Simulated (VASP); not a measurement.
# CeTiAs2 (P4/nmm) in VASP: single point with r2SCAN

Aim: the single point of CeTiAs2 with r2SCAN.

All numbers are computed with VASP 6.6.1; they aren't measurements. Logs are shortened: lines on timing, memory, paths and dates and some standing lists are left out, and cuts for length are marked.

## (1) The cell of the first run

Symmetry: P4/nmm, No. 129, tetragonal system. The conventional cell has a = 3.996 Å, b = 3.996 Å, c = 10.141 Å, α = 90.00°, β = 90.00°, γ = 90.00°. Within 3.4 Å of As (site symmetry 4mm) lie 4 Ti at 2.56 Å and 4 Ce at 3.01 Å. As (site symmetry -4m2) has 4 As at 2.83 Å and 4 Ce at 3.14 Å within 3.7 Å. Within 3.4 Å of Ti (site symmetry -4m2) lie 4 As at 2.56 Å and 4 Ti at 2.83 Å and 4 Ce at 3.32 Å. Within 4.0 Å of Ce (site symmetry 4mm) lie 8 As at 3.01 to 3.14 Å and 4 Ti at 3.32 Å and 4 Ce at 4.00 Å.

## (2) Single point, r2SCAN

POSCAR reads:

```
CeTiAs2
1.0
    3.9964659300      0.0000000000      0.0000000000
    0.0000000000      3.9964659300      0.0000000000
    0.0000000000      0.0000000000     10.1406355700
As Ti Ce
4 2 2
Direct
    0.2500000000      0.2500000000      0.6581000000
    0.7500000000      0.7500000000      0.3419000000
    0.7500000000      0.2500000000      0.0000000000
    0.2500000000      0.7500000000      0.0000000000
    0.7500000000      0.2500000000      0.5000000000
    0.2500000000      0.7500000000      0.5000000000
    0.2500000000      0.2500000000      0.2384400000
    0.7500000000      0.7500000000      0.7615600000
```

INCAR.step1 reads:

```
SYSTEM = CeTiAs2
  ALGO = Normal
  EDIFF = 1E-4
  ENCUT = 520
  GGA = PE
  ISMEAR = 1
  LASPH = .TRUE.
  LCHARG = .FALSE.
  LREAL = .FALSE.
  LWAVE = .TRUE.
  NBANDS = 44
  NELM = 100
  PREC = Accurate
  SIGMA = 0.0138
```

INCAR.step2 reads:

```
SYSTEM = CeTiAs2
  ALGO = Normal
  EDIFF = 1E-6
  ENCUT = 520
  ISIF = 2
  ISMEAR = 1
  ISTART = 1
  LASPH = .TRUE.
  LCHARG = .FALSE.
  LMIXTAU = .TRUE.
  LREAL = .FALSE.
  LWAVE = .FALSE.
  METAGGA = R2SCAN
  NBANDS = 44
  NELM = 100
  PREC = Accurate
  SIGMA = 0.0138
```

KPOINTS reads:

```
k-points
0
G
  6 6 3
  0 0 0
```

Potentials or basis: VASP PAW PBE potentials, release 64 (As, Ti_sv, Ce).

Launch:

```console
cat potpaw_PBE.64/As/POTCAR potpaw_PBE.64/Ti_sv/POTCAR potpaw_PBE.64/Ce/POTCAR > POTCAR
cp INCAR.step1 INCAR
mpirun -np 1 vasp_std > vasp.out
cp INCAR.step2 INCAR
mpirun -np 1 vasp_std > vasp.out
```

OUTCAR:

```text
SYSTEM = CeTiAs2
   EDIFF = 1E-6
   ENCUT = 520
   ISIF = 2
   ISMEAR = 1
   ISTART = 1
   LASPH = .TRUE.
   LREAL = .FALSE.
   METAGGA = R2SCAN
   NELM = 100
   PREC = Accurate

 ion  position               nearest neighbor table
   1  0.250  0.250  0.658-   5 2.56   6 2.56   6 2.56   5 2.56   8 3.01   8 3.01   8 3.01   8 3.01

   2  0.750  0.750  0.342-   5 2.56   6 2.56   5 2.56   6 2.56   7 3.01   7 3.01   7 3.01   7 3.01

   3  0.750  0.250  0.000-   4 2.83   4 2.83   4 2.83   4 2.83
   4  0.250  0.750  0.000-   3 2.83   3 2.83   3 2.83   3 2.83
   5  0.750  0.250  0.500-   1 2.56   2 2.56   2 2.56   1 2.56   6 2.83   6 2.83   6 2.83   6 2.83

   6  0.250  0.750  0.500-   1 2.56   2 2.56   1 2.56   2 2.56   5 2.83   5 2.83   5 2.83   5 2.83

   7  0.250  0.250  0.238-   2 3.01   2 3.01   2 3.01   2 3.01
   8  0.750  0.750  0.762-   1 3.01   1 3.01   1 3.01   1 3.01

  LATTYP: Found a simple tetragonal cell.
 ALAT       =     3.9964659300
 C/A-ratio  =     2.5374007304

  Lattice vectors:

 A1 = (   3.9964659300,   0.0000000000,   0.0000000000)
 A2 = (   0.0000000000,   3.9964659300,   0.0000000000)
 A3 = (   0.0000000000,   0.0000000000,  10.1406355700)

Analysis of symmetry for initial positions (statically):
=====================================================================
 Subroutine PRICEL returns:
 Original cell was already a primitive cell.

 Routine SETGRP: Setting up the symmetry group for a
 simple tetragonal supercell.

 Subroutine GETGRP returns: Found 16 space group operations
 (whereof  4 operations were pure point group operations)
 out of a pool of 16 trial point group operations.

The static configuration has the point symmetry C_2h.
 The point group associated with its full space group is D_4h.

Analysis of symmetry for dynamics (positions and initial velocities):
=====================================================================
 Subroutine PRICEL returns:
 Original cell was already a primitive cell.

 Routine SETGRP: Setting up the symmetry group for a
 simple tetragonal supercell.

 Subroutine GETGRP returns: Found 16 space group operations
 (whereof  4 operations were pure point group operations)
 out of a pool of 16 trial point group operations.

The dynamic configuration has the point symmetry C_2h.
 The point group associated with its full space group is D_4h.

 Subroutine INISYM returns: Found 16 space group operations
 (whereof  4 operations are pure point group operations),
 and found     1 'primitive' translations

----------------------------------------------------------------------------------------

                                     Primitive cell

  volume of cell :     161.9636

  direct lattice vectors                    reciprocal lattice vectors
     3.996465930  0.000000000  0.000000000     0.250221075  0.000000000  0.000000000
     0.000000000  3.996465930  0.000000000     0.000000000  0.250221075  0.000000000
     0.000000000  0.000000000 10.140635570     0.000000000  0.000000000  0.098613148

  length of vectors
     3.996465930  3.996465930 10.140635570     0.250221075  0.250221075  0.098613148

  position of ions in fractional coordinates (direct lattice)
     0.250000000  0.250000000  0.658100000
     0.750000000  0.750000000  0.341900000
     0.750000000  0.250000000  0.000000000
     0.250000000  0.750000000  0.000000000
     0.750000000  0.250000000  0.500000000
     0.250000000  0.750000000  0.500000000
     0.250000000  0.250000000  0.238440000
     0.750000000  0.750000000  0.761560000

  ion indices of the primitive-cell ions
   primitive index   ion index
                 1           1
                 2           2
                 3           3
                 4           4
                 5           5
                 6           6
                 7           7
                 8           8

----------------------------------------------------------------------------------------

 KPOINTS: k-points

Automatic generation of k-mesh.
 Grid dimensions read from file:
 generate k-points for:    6    6    3

 Generating k-lattice:

  Cartesian coordinates                     Fractional coordinates (reciprocal lattice)
     0.041703512  0.000000000  0.000000000     0.166666667  0.000000000  0.000000000
     0.000000000  0.041703512  0.000000000     0.000000000  0.166666667  0.000000000
     0.000000000  0.000000000  0.032871049     0.000000000  0.000000000  0.333333333

  Length of vectors
     0.041703512  0.041703512  0.032871049

  Shift w.r.t. Gamma in fractional coordinates (k-lattice)
     0.000000000  0.000000000  0.000000000

 Subroutine IBZKPT returns following result:
 ===========================================

 Found     20 irreducible k-points:

 Following reciprocal coordinates:
            Coordinates               Weight
  0.000000  0.000000  0.000000      1.000000
  0.166667  0.000000  0.000000      4.000000
  0.333333  0.000000  0.000000      4.000000
  0.500000  0.000000  0.000000      2.000000
  0.166667  0.166667  0.000000      4.000000
  0.333333  0.166667  0.000000      8.000000
[... 12 lines left out ...]
  0.500000  0.333333  0.333333      8.000000
  0.500000  0.500000  0.333333      2.000000
   k-points           NKPTS =     20   k-points in BZ     NKDIM =     20   number of bands    NBANDS=     44
   number of dos      NEDOS =    301   number of ions     NIONS =      8
   total plane-waves  NPLWV =  72000
   dimension x,y,z NGX =    30 NGY =   30 NGZ =   80
   dimension x,y,z NGXF=    60 NGYF=   60 NGZF=  160
   ions per type =               4   2   2
   NGX,Y,Z   is equivalent  to a cutoff of  12.48, 12.48, 13.12 a.u.
   NGXF,Y,Z  is equivalent  to a cutoff of  24.96, 24.96, 26.23 a.u.
 SYSTEM =  CeTiAs2
   PREC   = accura    normal or accurate (medium, high low for compatibility)
   ISTART =      1    job   : 0-new  1-cont  2-samecut
   ICHARG =      0    charge: 1-file 2-atom 10-const
   ISPIN  =      1    spin polarized calculation?
   LNONCOLLINEAR =      F non collinear calculations
   LSORBIT =      F    spin-orbit coupling
   LASPH  =      T    aspherical Exc in radial PAW
   ENCUT  =  520.0 eV  38.22 Ry    6.18 a.u.   7.43  7.43 18.85*2*pi/ulx,y,z
   NELM   =    100;   NELMIN=  2; NELMDL=  0     # of ELM steps
   EDIFF  = 0.1E-05   stopping-criterion for ELM
   LREAL  =      F    real-space projection
   EDIFFG = 0.1E-04   stopping-criterion for IOM
   NSW    =      0    number of steps for IOM
   IBRION =     -1    ionic relax: 0-MD 1-quasi-New 2-CG
   NFREE  =      0    steps in history (QN), initial steepest desc. (CG)
   ISIF   =      2    stress and relaxation
   ISYM   =      2    0-nonsym 1-usesym 2-fastsym
   POTIM  = 0.5000    time-step for ionic-motion
   TEBEG  =    0.0;   TEEND  =   0.0 temperature during run
   PSTRESS=    0.0 pullay stress
   NELECT =      68.0000    total number of electrons
   NUPDOWN=      -1.0000    fix difference up-down
   EMIN   =  10.00;   EMAX   =-10.00  energy-range for DOS
   EFERMI =   0.00;   METHOD = LEGACY
   ISMEAR =     1;   SIGMA  =   0.01  broadening in eV -4-tet -1-fermi 0-gaus
   EFERMI_NEDOS =   21; number of points for ismear=-14 and -15
   IALGO  =     38    algorithm
   IMIX   =      4    mixing-type and parameters
     AMIX     =   0.40;   BMIX     =  1.00
     AMIX_MAG =   1.60;   BMIX_MAG =  1.00
  volume/ion in A,a.u.               =      20.25       136.62
  Fermi-wavevector in a.u.,A,eV,Ry     =   1.225854  2.316528 20.445712  1.502717
  Thomas-Fermi vector in A             =   2.360876
   LORBIT       =      0    0 simple, 1 ext, 2 COOP (PROOUT), +10 PAW based schemes
   METAGGA = R2SCAN    functional components
   LHFCALC =     F    Hartree Fock is set to
   AEXX    =    0.0000 exact exchange contribution
   IVDW    =     0    specifies the selected vdW correction
   LEPSILON=     F    determine dielectric tensor
   LRPA    =     F    only Hartree local field effects (RPA)
 non-spin polarized calculation
 Methfessel and Paxton  Order N= 1 SIGMA  =   0.01
  energy-cutoff  :      520.00
  volume of cell :      161.96
 maximum number of plane-waves:      4418
 NGX is ok and might be reduce to    30
   NGX = 15   NGY = 15   NGZ = 37

 number of electron      67.9999994 magnetization

 Free energy of the ion-electron system (eV)
  ---------------------------------------------------
  ext. energy  EPLUGINS =         0.00000000
  ---------------------------------------------------
  free energy    TOTEN  =      -154.56284054 eV

  energy without entropy =     -154.56291019  energy(sigma->0) =     -154.56286376

 E-fermi :   7.7659     XC(G=0): -11.6487

 val. band max:        7.7592111359   @ k =   0.3333   0.3333   0.3333
 cond. band min:       7.7710296374   @ k =   0.3333   0.0000   0.3333
 fundamental gap:      0.0118185015
 Fermi energy:         7.7659405518

 k-point     1 :       0.0000    0.0000    0.0000
  band No.  band energies     occupation
      1     -51.0771      2.00000
      2     -50.9525      2.00000
      3     -28.1590      2.00000
      4     -28.1523      2.00000
      5     -26.4678      2.00000
      6     -26.4678      2.00000
[... 36 lines left out ...]
     43       8.3758      0.00000
     44       8.4024      0.00000

 k-point     2 :       0.1667    0.0000    0.0000
  band No.  band energies     occupation
      1     -51.0686      2.00000
      2     -50.9607      2.00000
      3     -28.1511      2.00000
      4     -28.1453      2.00000
      5     -26.4535      2.00000
      6     -26.4393      2.00000
[... 36 lines left out ...]
     43       8.3665      0.00000
     44       8.4420      0.00000

 k-point     3 :       0.3333    0.0000    0.0000
  band No.  band energies     occupation
      1     -51.0455      2.00000
      2     -50.9832      2.00000
      3     -28.1350      2.00000
      4     -28.1315      2.00000
      5     -26.4267      2.00000
      6     -26.3724      2.00000
[... 788 lines left out ...]
     43       8.3352      0.00000
     44       8.3363      0.00000

 k-point    20 :       0.5000    0.5000    0.3333
  band No.  band energies     occupation
      1     -51.0132      2.00000
      2     -51.0132      2.00000
      3     -28.0978      2.00000
      4     -28.0978      2.00000
      5     -26.5504      2.00000
      6     -26.5504      2.00000
[... 36 lines left out ...]
     43       8.3096      0.00000
     44       8.3097      0.00000

------------------------ aborting loop because EDIFF is reached ----------------------------------------

  FORCE on cell =-STRESS in cart. coord.  units (eV):
  Direction    XX          YY          ZZ          XY          YZ          ZX
  --------------------------------------------------------------------------------------
  -------------------------------------------------------------------------------------
  Total        2.4986142      2.4986142      8.6449300      0.0000000      0.0000000      0.0000000
  in kB       24.7168080     24.7168080     85.5174332      0.0000000      0.0000000      0.0000000
  external PRESSURE =      44.9836830 kB  Pullay stress =       0.0000000 kB

 VOLUME and BASIS-vectors are now :
 -----------------------------------------------------------------------------
  energy-cutoff  :      520.00
  volume of cell :      161.96
      direct lattice vectors                 reciprocal lattice vectors
     3.996465930  0.000000000  0.000000000     0.250221075  0.000000000  0.000000000
     0.000000000  3.996465930  0.000000000     0.000000000  0.250221075  0.000000000
     0.000000000  0.000000000 10.140635570     0.000000000  0.000000000  0.098613148

 POSITION                                       TOTAL-FORCE (eV/Angst)
 -----------------------------------------------------------------------------------
      0.99912      0.99912      6.67355        -0.000000     -0.000000      0.936919
      2.99735      2.99735      3.46708        -0.000000     -0.000000     -0.936919
      2.99735      0.99912      0.00000        -0.000000     -0.000000      0.000000
      0.99912      2.99735      0.00000        -0.000000      0.000000      0.000000
      2.99735      0.99912      5.07032         0.000000      0.000000      0.000000
      0.99912      2.99735      5.07032         0.000000      0.000000      0.000000
      0.99912      0.99912      2.41793        -0.000000     -0.000000     -1.992007
      2.99735      2.99735      7.72270         0.000000      0.000000      1.992007
 -----------------------------------------------------------------------------------
    total drift:                               -0.000000      0.000000      0.000000

  FREE ENERGIE OF THE ION-ELECTRON SYSTEM (eV)
  ---------------------------------------------------
  free  energy   TOTEN  =      -154.5628405404 eV

  energy  without entropy=     -154.5629101895  energy(sigma->0) =     -154.56286376
```

Run time: 16 min. Hardware: 1 thread of Intel Xeon Platinum 8488C (Sapphire Rapids), shared host; peak memory 0.38 GiB.

What came out:

| Quantity | Value |
| --- | --- |
| Free energy | -154.5628 eV |
| Pressure | 4.5 GPa |
| Largest force | 1.992 eV/Å |
| Band gap on the k mesh | zero (bands 34 and 35 overlap by 0.15 eV) |

Forces on the atoms (eV/Å):
```
As   0.000  0.000  0.937
As   0.000  0.000 -0.937
As   0.000  0.000  0.000
As   0.000  0.000  0.000
Ti   0.000  0.000  0.000
Ti   0.000  0.000  0.000
Ce   0.000  0.000 -1.992
Ce   0.000  0.000  1.992
```

Stress tensor (GPa, compression positive):
```
2.47 0.00 0.00
0.00 2.47 0.00
0.00 0.00 8.55
```

Caveat: the cell stands under pressure; the PAW data sets were made with another functional, which shifts forces and pressure a little; spin-orbit coupling is left out, which moves the levels of the heavy elements; semilocal functionals describe open f shells poorly, which spoils levels, moments and volumes. Spin polarisation is off, so any magnetic state and its effect on volume and gap are missing.
